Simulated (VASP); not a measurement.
Write the native input for VASP 6.6.1 that does the following.

```
Task                   : single point
Functional             : LDA
Potentials or basis    : VASP PAW LDA potentials, release 64 (C, O)
Cutoff                 : 520 eV
k mesh                 : 4 × 4 × 4
Occupations            : gaussian, width 0.01 eV
Spin                   : no spin polarisation
Dipole correction      : no
Further INCAR settings : ALGO = Normal; EDIFF = 1e-06; NBANDS = 44
```

The structure of CO2 lies in POSCAR:

```
CO2
1.0
    4.9947200941      0.0000000000      0.0000000000
    0.0000000000      4.9947200941      0.0000000000
    0.0000000000      0.0000000000      4.9947200941
C O
4 8
Direct
    0.0000000000      0.0000000000      0.0000000000
    0.5000000000      0.0000000000      0.5000000000
    0.5000000000      0.5000000000      0.0000000000
    0.0000000000      0.5000000000      0.5000000000
    0.1337878411      0.1337878411      0.1337878411
    0.8662121589      0.8662121589      0.8662121589
    0.3662121589      0.8662121589      0.6337878411
    0.6337878411      0.1337878411      0.3662121589
    0.6337878411      0.3662121589      0.8662121589
    0.3662121589      0.6337878411      0.1337878411
    0.8662121589      0.6337878411      0.3662121589
    0.1337878411      0.3662121589      0.6337878411
```

One way to write it, as run:

INCAR

```
PREC = Accurate
ENCUT = 520
EDIFF = 1E-6
ISMEAR = 0
SIGMA = 0.01
LREAL = F
LASPH = T
NELM = 100
ALGO = Normal
ISIF = 2
LWAVE = F
LCHARG = F
GGA = CA
NBANDS = 44
```

KPOINTS

```
Automatic mesh
0
Gamma
  4 4 4
```

Potentials or basis: VASP PAW LDA potentials, release 64 (C, O).

Command:

```sh
$ cat potpaw_LDA.64/C/POTCAR potpaw_LDA.64/O/POTCAR > POTCAR
$ mpirun -np 1 vasp_std > vasp.out
```

It gave:

The pressure is 7.8 GPa and the largest force is 0.830 eV/Å. The band gap on the k mesh is 7.18 eV.

Caveat: the cell stands under pressure.

Run time: 44 s on 1 thread of Intel(R) Xeon(R) Platinum 8259CL CPU @ 2.50GHz (Skylake/Cascade Lake), with other jobs on the host, peak memory 0.2 GiB.
